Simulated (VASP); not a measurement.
# Ca (Fm-3m) in VASP: a series of runs, part 2 of 3

VASP 6.6.1. The steps go on from the part before.

### Step 4. Single point, PBE

This run uses another cell than the first one, of 42.17 Å³/atom.

INCAR

```
  PREC = Accurate
  ENCUT = 520
  EDIFF = 1E-6
  ISMEAR = 1
  SIGMA = 0.3
  LREAL = F
  LASPH = T
  NELM = 60
  ALGO = Normal
  ISIF = 2
  LWAVE = F
  LCHARG = F
  GGA = PE
  NBANDS = 11
```

KPOINTS

```
regular mesh
0
Gamma
  10 10 10
```

POSCAR

```
Ca
1.0
    0.0000000000      2.7627089163      2.7627089163
    2.7627089163      0.0000000000      2.7627089163
    2.7627089163      2.7627089163      0.0000000000
Ca
1
Direct
    0.0000000000      0.0000000000      0.0000000000
```

Potentials or basis: VASP PAW PBE potentials, release 64 (Ca_sv).

Run with:

```console
$ cat potpaw_PBE.64/Ca_sv/POTCAR > POTCAR
$ mpirun -np 1 vasp_std > vasp.out
```

OUTCAR:

```text
PREC = Accurate
   ENCUT = 520
   EDIFF = 1E-6
   ISMEAR = 1
   LREAL = F
   LASPH = T
   NELM = 60
   ISIF = 2
   GGA = PE

 ion  position               nearest neighbor table
   1  0.000  0.000  0.000-

  LATTYP: Found a face centered cubic cell.
 ALAT       =     5.5254178326

  Lattice vectors:

 A1 = (   0.0000000000,   2.7627089163,   2.7627089163)
 A2 = (   2.7627089163,   0.0000000000,   2.7627089163)
 A3 = (   2.7627089163,   2.7627089163,   0.0000000000)

Analysis of symmetry for initial positions (statically):
=====================================================================
 Subroutine PRICEL returns:
 Original cell was already a primitive cell.

 Routine SETGRP: Setting up the symmetry group for a
 face centered cubic supercell.

 Subroutine GETGRP returns: Found 48 space group operations
 (whereof 48 operations were pure point group operations)
 out of a pool of 48 trial point group operations.

The static configuration has the point symmetry O_h .

Analysis of symmetry for dynamics (positions and initial velocities):
[... 165 lines left out ...]
 k-point     1 :       0.0000    0.0000    0.0000
  band No.  band energies     occupation
      1     -40.0588      2.00000
      2     -20.9754      2.00000
      3     -20.9754      2.00000
      4     -20.9754      2.00000
      5      -2.0646      2.00000
      6       4.2978     -0.00000
      7       4.2978     -0.00000
      8       4.2978     -0.00000
      9       5.3672     -0.00000
     10       5.3672     -0.00000
     11      11.0841      0.00000
[... 309 lines left out ...]
 k-point    24 :       0.4000    0.3000    0.0000
  band No.  band energies     occupation
      1     -40.0442      2.00000
      2     -21.0808      2.00000
      3     -21.0186      2.00000
      4     -21.0143      2.00000
      5       0.4566      2.00000
      6       2.8005     -0.00070
      7       3.4563     -0.00000
      8       5.2582     -0.00000
      9       5.5650     -0.00000
     10       6.0023     -0.00000
     11       8.5981      0.00000

 [... further k-points ...]

------------------------ aborting loop because EDIFF is reached ----------------------------------------

  FORCE on cell =-STRESS in cart. coord.  units (eV):
  Direction    XX          YY          ZZ          XY          YZ          ZX
  --------------------------------------------------------------------------------------
  -------------------------------------------------------------------------------------
  Total       -0.0041979     -0.0041979     -0.0041979      0.0000000     -0.0000000      0.0000000
  in kB       -0.1594789     -0.1594789     -0.1594789      0.0000000     -0.0000000      0.0000000
  external PRESSURE =      -0.1594789 kB  Pullay stress =       0.0000000 kB

 VOLUME and BASIS-vectors are now :
 -----------------------------------------------------------------------------
  energy-cutoff  :      520.00
  volume of cell :       42.17
      direct lattice vectors                 reciprocal lattice vectors
     0.000000000  2.762708916  2.762708916    -0.180981788  0.180981788  0.180981788
     2.762708916  0.000000000  2.762708916     0.180981788 -0.180981788  0.180981788
     2.762708916  2.762708916  0.000000000     0.180981788  0.180981788 -0.180981788

 POSITION                                       TOTAL-FORCE (eV/Angst)
 -----------------------------------------------------------------------------------
      0.00000      0.00000      0.00000         0.000000      0.000000      0.000000
 -----------------------------------------------------------------------------------
    total drift:                               -0.000000     -0.000000      0.000000

  FREE ENERGIE OF THE ION-ELECTRON SYSTEM (eV)
  ---------------------------------------------------
  free  energy   TOTEN  =        -1.9323105621 eV

  energy  without entropy=       -1.9308944196  energy(sigma->0) =       -1.93183851
```

stdout:

```text
POSCAR found type information on POSCAR Ca
 POSCAR found :  1 types and       1 ions
 scaLAPACK will be used
 LDA part: xc-table for (Slater+PW92), standard interpolation
 POSCAR, INCAR and KPOINTS ok, starting setup
 FFT: planning ... GRIDC
 FFT: planning ... GRID_SOFT
 FFT: planning ... GRID
 WAVECAR not read
 entering main loop
```

Wall time 21 s (1 thread of Intel Xeon 8259CL, shared host); peak memory 0.17 GiB.

Results:

```
Free energy            : -1.9323 eV
Pressure               : 0.0 GPa
Band gap on the k mesh : zero (bands 5 and 6 overlap by 0.27 eV)
```

Caveat: so wide a smearing shifts energies and pressures.

### Step 5. Single point, PBE

This run uses another cell than the first one, of 42.17 Å³/atom.

INCAR

```
SYSTEM = Ca
PREC = Accurate ; ENCUT = 520
EDIFF = 1E-6 ; ISMEAR = 1
SIGMA = 0.6 ; LREAL = .False.
LASPH = .True. ; NELM = 60
ALGO = Normal ; ISIF = 2
LWAVE = .False. ; LCHARG = .False.
GGA = PE ; NBANDS = 11
```

KPOINTS

```
Automatic mesh
0
Gamma
  10 10 10
  0 0 0
```

POSCAR is that of step 4.

Potentials or basis: VASP PAW PBE potentials, release 64 (Ca_sv).

Run with:

```console
$ cat potpaw_PBE.64/Ca_sv/POTCAR > POTCAR
$ mpirun -np 1 vasp_std > vasp.out
```

OUTCAR:

```text
SYSTEM = Ca
   PREC = Accurate
   ENCUT = 520
   EDIFF = 1E-6
   ISMEAR = 1
   LREAL = .False.
   LASPH = .True.
   NELM = 60
   ISIF = 2
   GGA = PE

 ion  position               nearest neighbor table
   1  0.000  0.000  0.000-

  LATTYP: Found a face centered cubic cell.
 ALAT       =     5.5254178326

  Lattice vectors:

 A1 = (   0.0000000000,   2.7627089163,   2.7627089163)
 A2 = (   2.7627089163,   0.0000000000,   2.7627089163)
 A3 = (   2.7627089163,   2.7627089163,   0.0000000000)

[... 514 lines left out ...]
     11       8.5953     -0.00000

 [... further k-points ...]

------------------------ aborting loop because EDIFF is reached ----------------------------------------

  FORCE on cell =-STRESS in cart. coord.  units (eV):
  Direction    XX          YY          ZZ          XY          YZ          ZX
  --------------------------------------------------------------------------------------
  -------------------------------------------------------------------------------------
  Total       -0.0029279     -0.0029279     -0.0029279      0.0000000      0.0000000     -0.0000000
  in kB       -0.1112315     -0.1112315     -0.1112315      0.0000000      0.0000000     -0.0000000
  external PRESSURE =      -0.1112315 kB  Pullay stress =       0.0000000 kB

 VOLUME and BASIS-vectors are now :
 -----------------------------------------------------------------------------
  energy-cutoff  :      520.00
  volume of cell :       42.17
      direct lattice vectors                 reciprocal lattice vectors
     0.000000000  2.762708916  2.762708916    -0.180981788  0.180981788  0.180981788
     2.762708916  0.000000000  2.762708916     0.180981788 -0.180981788  0.180981788
     2.762708916  2.762708916  0.000000000     0.180981788  0.180981788 -0.180981788

 POSITION                                       TOTAL-FORCE (eV/Angst)
 -----------------------------------------------------------------------------------
      0.00000      0.00000      0.00000         0.000000      0.000000      0.000000
 -----------------------------------------------------------------------------------
    total drift:                               -0.000000     -0.000000      0.000000

  FREE ENERGIE OF THE ION-ELECTRON SYSTEM (eV)
  ---------------------------------------------------
  free  energy   TOTEN  =        -1.9277798193 eV

  energy  without entropy=       -1.9436659243  energy(sigma->0) =       -1.93307519
```

OSZICAR:

```text
N       E                     dE             d eps       ncg     rms          rms(c)
DAV:   1     0.687134000699E+02    0.68713E+02   -0.50128E+03  1034   0.821E+02
DAV:   2    -0.401155777069E+00   -0.69115E+02   -0.68495E+02  1127   0.214E+02
DAV:   3    -0.186534012860E+01   -0.14642E+01   -0.14432E+01  1501   0.304E+01
DAV:   4    -0.193522720892E+01   -0.69887E-01   -0.69511E-01  1329   0.543E+00
DAV:   5    -0.193771474276E+01   -0.24875E-02   -0.24872E-02  1476   0.753E-01    0.219E+00
DAV:   6    -0.193037254494E+01    0.73422E-02   -0.10432E-02  1268   0.112E+00    0.134E+00
DAV:   7    -0.192816662124E+01    0.22059E-02   -0.15969E-02  1164   0.148E+00    0.102E-01
DAV:   8    -0.192776811942E+01    0.39850E-03   -0.18114E-03  1211   0.403E-01    0.214E-02
DAV:   9    -0.192777910714E+01   -0.10988E-04   -0.90891E-05  1346   0.786E-02    0.570E-03
DAV:  10    -0.192777981929E+01   -0.71214E-06   -0.67772E-06  1543   0.212E-02
   1 F= -.19277798E+01 E0= -.19330752E+01  d E =0.158861E-01
```

stdout:

```text
POSCAR found type information on POSCAR Ca
 POSCAR found :  1 types and       1 ions
 scaLAPACK will be used
 LDA part: xc-table for (Slater+PW92), standard interpolation
 POSCAR, INCAR and KPOINTS ok, starting setup
 FFT: planning ... GRIDC
 FFT: planning ... GRID_SOFT
 FFT: planning ... GRID
 WAVECAR not read
 entering main loop
```

Wall time 21 s (1 thread of Intel Xeon 8259CL, shared host); peak memory 0.17 GiB.

What came out:

- Free energy: -1.9278 eV
- Pressure: 0.0 GPa
- Band gap on the k mesh: zero (bands 5 and 6 overlap by 0.27 eV)

Caveat: so wide a smearing shifts energies and pressures.

(Continued in part 3 of 3.)
